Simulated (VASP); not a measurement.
# Ca2B5 (P6/mmm) in VASP: relaxation of cell and atoms with PBE

Aim: the relaxation of cell and atoms of Ca2B5 with PBE.

Program: VASP 6.6.1. These are calculated values, not measurements. Logs are shortened: lines on timing, memory, paths and dates and some standing lists are left out, and cuts for length are marked.

## (1) The cell of the first run

Symmetry: P6/mmm, No. 191, hexagonal system. The conventional cell has a = 4.531 Å, b = 4.531 Å, c = 4.563 Å, α = 90.00°, β = 90.00°, γ = 120.00°. Within 3.0 Å of Ca (site symmetry -6m2) lie 8 B at 2.28 to 2.63 Å and 3 Ca at 2.62 Å. Within 1.8 Å of B (site symmetry mmm) lie 2 B at 1.31 Å. B (site symmetry -6m2) has 3 B at 1.31 Å within 1.8 Å.

The cell was built from a structure type or drawn by symmetry, and may not be a known phase.

## (2) Relaxation of cell and atoms, PBE

Contents of INCAR:

```
SYSTEM = Ca2B5
PREC = Accurate
ENCUT = 600
EDIFF = 1E-7
ISMEAR = 0
SIGMA = 0.1
LREAL = .False.
LASPH = .True.
NELM = 100
ALGO = Fast
ISIF = 3
LWAVE = .False.
LCHARG = .False.
GGA = PE
IBRION = 2
NSW = 90
EDIFFG = -0.04
```

Contents of KPOINTS:

```
Automatic mesh
0
Gamma
  6 6 4
  0 0 0
```

Contents of POSCAR:

```
Ca2B5
1.0
    4.5311703200      0.0000000000      0.0000000000
   -2.2655851600      3.9241086100      0.0000000000
    0.0000000000      0.0000000000      4.5628011600
Ca B
2 5
Direct
    0.3333333300      0.6666666700      0.0000000000
    0.6666666700      0.3333333300      0.0000000000
    0.5000000000      0.0000000000      0.5000000000
    0.0000000000      0.5000000000      0.5000000000
    0.5000000000      0.5000000000      0.5000000000
    0.3333333300      0.6666666700      0.5000000000
    0.6666666700      0.3333333300      0.5000000000
```

Potentials or basis: VASP PAW PBE potentials, release 64 (Ca_sv, B).

On the command line:

```bash
$ cat potpaw_PBE.64/Ca_sv/POTCAR potpaw_PBE.64/B/POTCAR > POTCAR
$ mpirun -np 1 vasp_std > vasp.out
```

OUTCAR:

```text
SYSTEM = Ca2B5
   PREC = Accurate
   ENCUT = 600
   EDIFF = 1E-7
   ISMEAR = 0
   LREAL = .False.
   LASPH = .True.
   NELM = 100
   ISIF = 3
   GGA = PE
   IBRION = 2
   NSW = 90
   EDIFFG = -0.04

 ion  position               nearest neighbor table
   1  0.333  0.667  0.000-   6 2.28   6 2.28   2 2.62   2 2.62   2 2.62   4 2.63   4 2.63   3 2.63
                             3 2.63   5 2.63   5 2.63
   2  0.667  0.333  0.000-   7 2.28   7 2.28   1 2.62   1 2.62   1 2.62   4 2.63   4 2.63   3 2.63
                             3 2.63   5 2.63   5 2.63
   3  0.500  0.000  0.500-   6 1.31   7 1.31   1 2.63   2 2.63   1 2.63   2 2.63
   4  0.000  0.500  0.500-   6 1.31   7 1.31   1 2.63   2 2.63   1 2.63   2 2.63
   5  0.500  0.500  0.500-   6 1.31   7 1.31   1 2.63   2 2.63   1 2.63   2 2.63
   6  0.333  0.667  0.500-   4 1.31   3 1.31   5 1.31   1 2.28   1 2.28
   7  0.667  0.333  0.500-   4 1.31   3 1.31   5 1.31   2 2.28   2 2.28

  LATTYP: Found a hexagonal cell.
 ALAT       =     4.5311703200
 C/A-ratio  =     1.0069807219

  Lattice vectors:

 A1 = (   4.5311703200,   0.0000000000,   0.0000000000)
 A2 = (  -2.2655851600,   3.9241086100,   0.0000000000)
 A3 = (   0.0000000000,   0.0000000000,   4.5628011600)

Analysis of symmetry for initial positions (statically):
=====================================================================
 Subroutine PRICEL returns:
 Original cell was already a primitive cell.

 Routine SETGRP: Setting up the symmetry group for a
 hexagonal supercell.

 Subroutine GETGRP returns: Found 24 space group operations
 (whereof 24 operations were pure point group operations)
 out of a pool of 24 trial point group operations.

The static configuration has the point symmetry D_6h.

Analysis of symmetry for dynamics (positions and initial velocities):
=====================================================================
 Subroutine PRICEL returns:
 Original cell was already a primitive cell.

 Routine SETGRP: Setting up the symmetry group for a
 hexagonal supercell.

 Subroutine GETGRP returns: Found 24 space group operations
 (whereof 24 operations were pure point group operations)
 out of a pool of 24 trial point group operations.

The dynamic configuration has the point symmetry D_6h.

 Subroutine INISYM returns: Found 24 space group operations
 (whereof 24 operations are pure point group operations),
 and found     1 'primitive' translations

----------------------------------------------------------------------------------------

                                     Primitive cell

  volume of cell :      81.1303

  direct lattice vectors                    reciprocal lattice vectors
     4.531170320  0.000000000  0.000000000     0.220693536  0.127417472  0.000000000
    -2.265585160  3.924108610  0.000000000     0.000000000  0.254834945  0.000000000
     0.000000000  0.000000000  4.562801160     0.000000000  0.000000000  0.219163616

  length of vectors
     4.531170320  4.531170323  4.562801160     0.254834945  0.254834945  0.219163616

  position of ions in fractional coordinates (direct lattice)
     0.333333330  0.666666670  0.000000000
     0.666666670  0.333333330  0.000000000
     0.500000000  0.000000000  0.500000000
     0.000000000  0.500000000  0.500000000
     0.500000000  0.500000000  0.500000000
     0.333333330  0.666666670  0.500000000
     0.666666670  0.333333330  0.500000000

  ion indices of the primitive-cell ions
   primitive index   ion index
                 1           1
                 2           2
                 3           3
                 4           4
                 5           5
                 6           6
                 7           7

----------------------------------------------------------------------------------------

 KPOINTS: Automatic mesh

Automatic generation of k-mesh.
 Grid dimensions read from file:
 generate k-points for:    6    6    4

 Generating k-lattice:

  Cartesian coordinates                     Fractional coordinates (reciprocal lattice)
     0.036782256  0.021236245  0.000000000     0.166666667  0.000000000  0.000000000
     0.000000000  0.042472491  0.000000000     0.000000000  0.166666667  0.000000000
     0.000000000  0.000000000  0.054790904     0.000000000  0.000000000  0.250000000

  Length of vectors
     0.042472491  0.042472491  0.054790904

  Shift w.r.t. Gamma in fractional coordinates (k-lattice)
     0.000000000  0.000000000  0.000000000

 Subroutine IBZKPT returns following result:
 ===========================================

 Found     21 irreducible k-points:

 Following reciprocal coordinates:
            Coordinates               Weight
  0.000000  0.000000  0.000000      1.000000
  0.166667  0.000000  0.000000      6.000000
  0.333333  0.000000  0.000000      6.000000
  0.500000  0.000000  0.000000      3.000000
  0.166667  0.166667  0.000000      6.000000
  0.333333  0.166667  0.000000     12.000000
[... 13 lines left out ...]
  0.333333  0.166667  0.500000     12.000000
  0.333333  0.333333  0.500000      2.000000
   k-points           NKPTS =     21   k-points in BZ     NKDIM =     21   number of bands    NBANDS=     21
   number of dos      NEDOS =    301   number of ions     NIONS =      7
   total plane-waves  NPLWV =  46656
   dimension x,y,z NGX =    36 NGY =   36 NGZ =   36
   dimension x,y,z NGXF=    72 NGYF=   72 NGZF=   72
   ions per type =               2   5
   NGX,Y,Z   is equivalent  to a cutoff of  13.21, 13.21, 13.12 a.u.
   NGXF,Y,Z  is equivalent  to a cutoff of  26.42, 26.42, 26.23 a.u.
 SYSTEM =  Ca2B5
   PREC   = accura    normal or accurate (medium, high low for compatibility)
   ISTART =      0    job   : 0-new  1-cont  2-samecut
   ICHARG =      2    charge: 1-file 2-atom 10-const
   ISPIN  =      1    spin polarized calculation?
   LNONCOLLINEAR =      F non collinear calculations
   LSORBIT =      F    spin-orbit coupling
   LASPH  =      T    aspherical Exc in radial PAW
   ENCUT  =  600.0 eV  44.10 Ry    6.64 a.u.   9.05  9.05  9.11*2*pi/ulx,y,z
   NELM   =    100;   NELMIN=  2; NELMDL= -5     # of ELM steps
   EDIFF  = 0.1E-06   stopping-criterion for ELM
   LREAL  =      F    real-space projection
   EDIFFG = -.4E-01   stopping-criterion for IOM
   NSW    =     90    number of steps for IOM
   IBRION =      2    ionic relax: 0-MD 1-quasi-New 2-CG
   NFREE  =      1    steps in history (QN), initial steepest desc. (CG)
   ISIF   =      3    stress and relaxation
   ISYM   =      2    0-nonsym 1-usesym 2-fastsym
   POTIM  = 0.5000    time-step for ionic-motion
   TEBEG  =    0.0;   TEEND  =   0.0 temperature during run
   PSTRESS=    0.0 pullay stress
   NELECT =      35.0000    total number of electrons
   NUPDOWN=      -1.0000    fix difference up-down
   EMIN   =  10.00;   EMAX   =-10.00  energy-range for DOS
   EFERMI =   0.00;   METHOD = LEGACY
   ISMEAR =     0;   SIGMA  =   0.10  broadening in eV -4-tet -1-fermi 0-gaus
   EFERMI_NEDOS =   21; number of points for ismear=-14 and -15
   IALGO  =     68    algorithm
   IMIX   =      4    mixing-type and parameters
     AMIX     =   0.40;   BMIX     =  1.00
     AMIX_MAG =   1.60;   BMIX_MAG =  1.00
  volume/ion in A,a.u.               =      11.59        78.21
  Fermi-wavevector in a.u.,A,eV,Ry     =   1.237000  2.337592 20.819229  1.530170
  Thomas-Fermi vector in A             =   2.371586
   LORBIT       =      0    0 simple, 1 ext, 2 COOP (PROOUT), +10 PAW based schemes
   GGA     = PE    functional components
   LHFCALC =     F    Hartree Fock is set to
   AEXX    =    0.0000 exact exchange contribution
   IVDW    =     0    specifies the selected vdW correction
   LEPSILON=     F    determine dielectric tensor
   LRPA    =     F    only Hartree local field effects (RPA)
 conjugate gradient relaxation of ions
 non-spin polarized calculation
 RMM-DIIS sequential band-by-band and
 Gauss-broadening in eV      SIGMA  =   0.10
  energy-cutoff  :      600.00
  volume of cell :       81.13
 maximum number of plane-waves:      2727
   NGX = 19   NGY = 19   NGZ = 19

--------------------------------------- Ionic step        1  -------------------------------------------

 number of electron      34.9999999 magnetization

 Free energy of the ion-electron system (eV)
  ---------------------------------------------------
  ext. energy  EPLUGINS =         0.00000000
  ---------------------------------------------------
  free energy    TOTEN  =       -22.76851810 eV

  energy without entropy =      -22.75288476  energy(sigma->0) =      -22.76070143

 E-fermi :   4.8700     XC(G=0): -10.2289

 val. band max:        4.8524623221   @ k =   0.3333   0.0000   0.0000
 cond. band min:       4.9026599239   @ k =   0.1667   0.1667   0.5000
 fundamental gap:      0.0501976018
 Fermi energy:         4.8700116798

 k-point     1 :       0.0000    0.0000    0.0000
  band No.  band energies     occupation
      1     -35.9044      2.00000
      2     -35.2608      2.00000
      3     -17.6451      2.00000
      4     -17.6451      2.00000
      5     -17.0160      2.00000
      6     -16.3937      2.00000
[... 1108 lines left out ...]
      5     -25.7930      2.00000
      6     -25.7926      2.00000
[... 13 lines left out ...]
     20      -1.0273      0.00009
     21      -0.8544      0.00000

[... ionic steps 4 to 14 ...]

--------------------------------------- Ionic step       15  -------------------------------------------

 number of electron      35.0000004 magnetization

------------------------ aborting loop because EDIFF is reached ----------------------------------------

  FORCE on cell =-STRESS in cart. coord.  units (eV):
  Direction    XX          YY          ZZ          XY          YZ          ZX
  --------------------------------------------------------------------------------------
  -------------------------------------------------------------------------------------
  Total       -1.8511319     -1.8511319     -1.3328422      0.0000000      0.0000000      0.0000000
  in kB      -20.7875799    -20.7875799    -14.9673633      0.0000000      0.0000000      0.0000000
  external PRESSURE =     -18.8475077 kB  Pullay stress =       0.0000000 kB
[... 67 lines left out ...]
  energy  without entropy=      -33.9677812914  energy(sigma->0) =      -33.97631739

--------------------------------------- Ionic step       17  -------------------------------------------

 number of electron      35.0000009 magnetization

 Free energy of the ion-electron system (eV)
  ---------------------------------------------------
  ext. energy  EPLUGINS =         0.00000000
  ---------------------------------------------------
  free energy    TOTEN  =       -33.98677681 eV

  energy without entropy =      -33.97054888  energy(sigma->0) =      -33.97866284

 E-fermi :   2.0366     XC(G=0):  -8.1434

 val. band max:        2.0212525541   @ k =   0.3333   0.0000   0.0000
 cond. band min:       2.0538197797   @ k =   0.1667   0.0000   0.5000
 fundamental gap:      0.0325672256
 Fermi energy:         2.0365546233

 k-point     1 :       0.0000    0.0000    0.0000
  band No.  band energies     occupation
      1     -39.1020      2.00000
      2     -39.0352      2.00000
      3     -20.3611      2.00000
      4     -20.3611      2.00000
      5     -20.0842      2.00000
      6     -20.0842      2.00000
[... 527 lines left out ...]
  FREE ENERGIE OF THE ION-ELECTRON SYSTEM (eV)
  ---------------------------------------------------
  free  energy   TOTEN  =       -33.9867768101 eV

  energy  without entropy=      -33.9705488752  energy(sigma->0) =      -33.97866284

 reached required accuracy - stopping structural energy minimisation
```

Run time: 35 min. Hardware: 1 thread of Intel Xeon Platinum 8375C at 2.90GHz (Ice Lake), shared host; peak memory 0.24 GiB.

What came out:

| Item | Value |
| --- | --- |
| Free energy | -33.9868 eV |
| Relaxed volume | 19.73 Å³/atom |
| Relaxed cell | a = 5.660 Å, b = 5.660 Å, c = 4.978 Å, α = 90.00°, β = 90.00°, γ = 120.00° |
| Space group after relaxing (to 0.1 Å) | P6/mmm (No. 191) |
| Pressure after relaxing | 0.1 GPa |
| Band gap on the k mesh | zero (an odd number of electrons rules out a gap without spin polarisation) |

Stress tensor (GPa, compression positive):
```
 0.15  0.00  0.00
 0.00  0.15  0.00
 0.00  0.00 -0.13
```

Final structure:
```cif
data_structure
_symmetry_space_group_name_H-M 'P 1'
_symmetry_Int_Tables_number 1
_cell_length_a 5.6598
_cell_length_b 5.6598
_cell_length_c 4.9781
_cell_angle_alpha 90.000
_cell_angle_beta 90.000
_cell_angle_gamma 120.000
_cell_volume 138.10
loop_
_atom_site_label
_atom_site_type_symbol
_atom_site_fract_x
_atom_site_fract_y
_atom_site_fract_z
_atom_site_occupancy
Ca1 Ca 0.33333 0.66667 0.00000 1
Ca2 Ca 0.66667 0.33333 0.00000 1
B1 B 0.50000 0.00000 0.50000 1
B2 B 0.00000 0.50000 0.50000 1
B3 B 0.50000 0.50000 0.50000 1
B4 B 0.33333 0.66667 0.50000 1
B5 B 0.66667 0.33333 0.50000 1
```

Caveat: the volume moved by over 15 % at a fixed basis, so the end points are rough.
